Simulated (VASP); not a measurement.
Write the native input for VASP 6.6.1 that does the following.

| Item | Value |
| --- | --- |
| Task | single point |
| Functional | r2SCAN |
| Potentials or basis | VASP PAW PBE potentials, release 64 (Mg, S) |
| Cutoff | 520 eV |
| k mesh | 8 × 8 × 8 |
| Occupations | gaussian, width 0.05 eV |
| Spin | no spin polarisation |
| Dipole correction | no |
| Further INCAR settings | ALGO = Normal; EDIFF = 1e-06; NBANDS = 11 |

Crystal: MgS.

```xyz
2
Lattice="0.0000 2.3935 2.4976 2.3935 0.0000 2.4976 2.3935 2.3935 0.0000" Properties=species:S:1:pos:R:3 pbc="T T T"
Mg    0.0000    0.0000    0.0000
S     2.3935    2.3935    2.4976
```

This cell differs from its parent crystal: strain -0.080 along x and y, -0.040 along z.

One way to write it, as run:

POSCAR

```
MgS
1.0
    0.0000000000      2.3935180000      2.4975840000
    2.3935180000      0.0000000000      2.4975840000
    2.3935180000      2.3935180000      0.0000000000
Mg S
1 1
Direct
    0.0000000000      0.0000000000      0.0000000000
    0.5000000000      0.5000000000      0.5000000000
```

INCAR.step1

```
ALGO = Normal ; EDIFF = 1E-4
ENCUT = 520 ; GGA = PE
ISMEAR = 0 ; LASPH = T
LCHARG = F ; LREAL = F
LWAVE = T ; NBANDS = 11
NELM = 100 ; PREC = Accurate
SIGMA = 0.05
```

INCAR.step2

```
ALGO = Normal ; EDIFF = 1E-6
ENCUT = 520 ; ISIF = 2
ISMEAR = 0 ; ISTART = 1
LASPH = T ; LCHARG = F
LMIXTAU = T ; LREAL = F
LWAVE = F ; METAGGA = R2SCAN
NBANDS = 11 ; NELM = 100
PREC = Accurate ; SIGMA = 0.05
```

KPOINTS

```
k-points
0
Gamma
  8 8 8
```

Potentials or basis: VASP PAW PBE potentials, release 64 (Mg, S).

The run is started by

```console
$ cat potpaw_PBE.64/Mg/POTCAR potpaw_PBE.64/S/POTCAR > POTCAR
$ cp INCAR.step1 INCAR
$ mpirun -np 1 vasp_std > vasp.out
$ cp INCAR.step2 INCAR
$ mpirun -np 1 vasp_std > vasp.out
```

It gave:

- Pressure: 25.1 GPa
- Band gap on the k mesh: 3.66 eV, indirect (least direct gap 5.91 eV)

Caveat: the cell differs from its parent crystal (strain -0.080 along x and y, -0.040 along z); the PAW data sets were made with another functional, which shifts forces and pressure a little.

Run time: 86 s on 1 thread of AMD EPYC 7R43 64-Core Processor (Zen 3), with other jobs on the host, peak memory 0.14 GiB.
